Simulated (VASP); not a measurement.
# P in VASP: further runs, part 2 of 2

VASP 6.6.1.

## 3. Single point, PBE+D3(BJ) (layers slid over each other)

INCAR

```
ALGO = Normal
DIPOL = 0.5 0.5 0.379
EDIFF = 1E-6
ENCUT = 520
GGA = PE
IDIPOL = 3
ISIF = 2
ISMEAR = 0
IVDW = 12
LASPH = T
LCHARG = F
LDIPOL = T
LREAL = F
LWAVE = F
NBANDS = 30
NELM = 100
PREC = Accurate
SIGMA = 0.05
```

KPOINTS

```
k-points
0
Gamma
  8 6 1
```

POSCAR

```
P
1.0
    3.2961869271      0.0000000000      0.0000000000
    0.0000000000      4.4391555608      0.0000000000
    0.0000000000      0.0000000000     21.7461973993
P
8
Direct
    0.5000000000      0.9174951521      0.2069327302
    0.0000000000      0.5825048479      0.2069327302
    0.5000000000      0.0825048479      0.3045635326
    0.0000000000      0.4174951521      0.3045635326
    1.0000000000      0.5825048479      0.4530952478
    0.5000000000      0.2475145437      0.4530952478
    1.0000000000     -0.2524854563      0.5507260501
    0.5000000000      0.0825048479      0.5507260501
```

Potentials or basis: VASP PAW PBE potentials, release 64 (P).

Started as:

```sh
$ cat potpaw_PBE.64/P/POTCAR > POTCAR
$ mpirun -np 1 vasp_std > vasp.out
```

OUTCAR:

```text
EDIFF = 1E-6
   ENCUT = 520
   GGA = PE
   ISIF = 2
   ISMEAR = 0
   IVDW = 12
   LASPH = T
   LREAL = F
   NELM = 100
   PREC = Accurate
 IVDW          = 12

 ion  position               nearest neighbor table
   1  0.500  0.917  0.207-   2 2.22   2 2.22   3 2.25
   2  0.000  0.583  0.207-   1 2.22   1 2.22   4 2.25
   3  0.500  0.083  0.305-   4 2.22   4 2.22   1 2.25
   4  0.000  0.417  0.305-   3 2.22   3 2.22   2 2.25
   5  0.000  0.583  0.453-   6 2.22   6 2.22   7 2.25
   6  0.500  0.248  0.453-   5 2.22   5 2.22   8 2.25
   7  0.000  0.748  0.551-   8 2.22   8 2.22   5 2.25
   8  0.500  0.083  0.551-   7 2.22   7 2.22   6 2.25

  LATTYP: Found a simple orthorhombic cell.
 ALAT       =     3.2961869271
 B/A-ratio  =     1.3467547985
 C/A-ratio  =     6.5973799060

  Lattice vectors:

 A1 = (   3.2961869271,   0.0000000000,   0.0000000000)
 A2 = (   0.0000000000,   4.4391555608,   0.0000000000)
 A3 = (   0.0000000000,   0.0000000000,  21.7461973993)

Analysis of symmetry for initial positions (statically):
=====================================================================
 Subroutine PRICEL returns:
[... 198 lines left out ...]
      5      -8.7429      2.00000
      6      -8.6942      2.00000
[... 649 lines left out ...]
     29       5.6938      0.00000
     30       5.6938      0.00000

------------------------ aborting loop because EDIFF is reached ----------------------------------------

 vacuum level on the upper side and lower side of the slab       (xc-potential included)        -0.179        -0.184

 Edisp (eV)   -2.39484

 E8    (eV) :    -0.9376

  FORCE on cell =-STRESS in cart. coord.  units (eV):
  Direction    XX          YY          ZZ          XY          YZ          ZX
  --------------------------------------------------------------------------------------
  -------------------------------------------------------------------------------------
  Total      -0.97416    -0.91750     0.53882     0.00000     0.52381     0.00000
  in kB      -4.90510    -4.61980     2.71305     0.00000     2.63750     0.00000
  external pressure =       -2.27 kB  Pullay stress =        0.00 kB

 VOLUME and BASIS-vectors are now :
 -----------------------------------------------------------------------------
  energy-cutoff  :      520.00
  volume of cell :      318.20
      direct lattice vectors                 reciprocal lattice vectors
     3.296186927  0.000000000  0.000000000     0.303380853  0.000000000  0.000000000
     0.000000000  4.439155561  0.000000000     0.000000000  0.225268069  0.000000000
     0.000000000  0.000000000 21.746197399     0.000000000  0.000000000  0.045985051

 POSITION                                       TOTAL-FORCE (eV/Angst)
 -----------------------------------------------------------------------------------
      1.64809      4.07290      4.50000         0.000000     -0.027519     -0.100101
      0.00000      2.58583      4.50000         0.000000      0.061374      0.051541
      1.64809      0.36625      6.62310         0.000000     -0.151577     -0.066711
      0.00000      1.85333      6.62310         0.000000     -0.089062     -0.003035
      0.00000      2.58583      9.85310         0.000000      0.151577      0.066711
      1.64809      1.09876      9.85310         0.000000      0.089062      0.003035
      0.00000      3.31833     11.97620         0.000000      0.027519      0.100101
      1.64809      0.36625     11.97620         0.000000     -0.061374     -0.051541
 -----------------------------------------------------------------------------------
    total drift:                               -0.000000     -0.000006     -0.000132

  FREE ENERGIE OF THE ION-ELECTRON SYSTEM (eV)
  ---------------------------------------------------
  free  energy   TOTEN  =       -45.2060401733 eV

  energy  without entropy=      -45.2060401733  energy(sigma->0) =      -45.20604017

 vacuum level on the upper side and lower side of the slab         5.146         5.144
```

OSZICAR:

```text
N       E                     dE             d eps       ncg     rms          rms(c)
DAV:   1     0.232206722986E+03    0.23221E+03   -0.14745E+04  1200   0.104E+03
DAV:   2    -0.175160473562E+02   -0.24972E+03   -0.24054E+03  1650   0.189E+02
DAV:   3    -0.423694022020E+02   -0.24853E+02   -0.24546E+02  1436   0.630E+01
[... 12 lines left out ...]
DAV:  16    -0.428110861461E+02   -0.34348E-04   -0.43523E-06  1340   0.644E-03    0.589E-03
DAV:  17    -0.428111275544E+02   -0.41408E-04   -0.73204E-07  1100   0.342E-03    0.142E-03
DAV:  18    -0.428111786753E+02   -0.51121E-04   -0.24686E-06  1206   0.490E-03    0.256E-03
DAV:  19    -0.428111952705E+02   -0.16595E-04   -0.10328E-06  1122   0.268E-03    0.128E-03
DAV:  20    -0.428112031744E+02   -0.79038E-05   -0.46187E-07  1102   0.174E-03    0.678E-04
DAV:  21    -0.428112037930E+02   -0.61863E-06   -0.33546E-08   972   0.725E-04
   1 F= -.45206040E+02 E0= -.45206040E+02  d E =-.284893E-12
```

It took 4.9 min on 1 thread of Intel Xeon Platinum 8259CL at 2.50GHz (Skylake/Cascade Lake), shared host; peak memory 0.44 GiB.

What came out:

- Free energy: -45.2060 eV
- Largest force: 0.166 eV/Å
- Band gap on the k mesh: 0.50 eV (least direct gap 0.57 eV)
- Dispersion energy per atom: -0.299 eV

Forces in eV/Å, atoms in the order of the input:
```
P    0.000 -0.028 -0.100
P    0.000  0.061  0.052
P    0.000 -0.152 -0.067
P    0.000 -0.089 -0.003
P    0.000  0.152  0.067
P    0.000  0.089  0.003
P    0.000  0.028  0.100
P    0.000 -0.061 -0.052
```

Levels at points of the mesh, in eV from the valence-band top:
| k point | band 18 | band 19 | band 20 | band 21 | band 22 | band 23 |
| --- | --- | --- | --- | --- | --- | --- |
| (0.00, 0.00, 0.00) | -1.58 | -0.40 | -0.06 | 0.50 | 1.35 | 1.58 |
| (0.50, 0.00, 0.00) | -2.41 | -1.68 | -1.68 | 1.03 | 1.03 | 1.36 |
| (0.00, 0.50, 0.00) | -1.11 | -1.05 | -0.73 | 1.69 | 1.99 | 2.18 |
| (0.50, 0.50, 0.00) | -1.83 | -0.95 | -0.95 | 1.83 | 1.83 | 2.91 |

Caveat: the cell differs from its parent crystal (layers slid over each other).
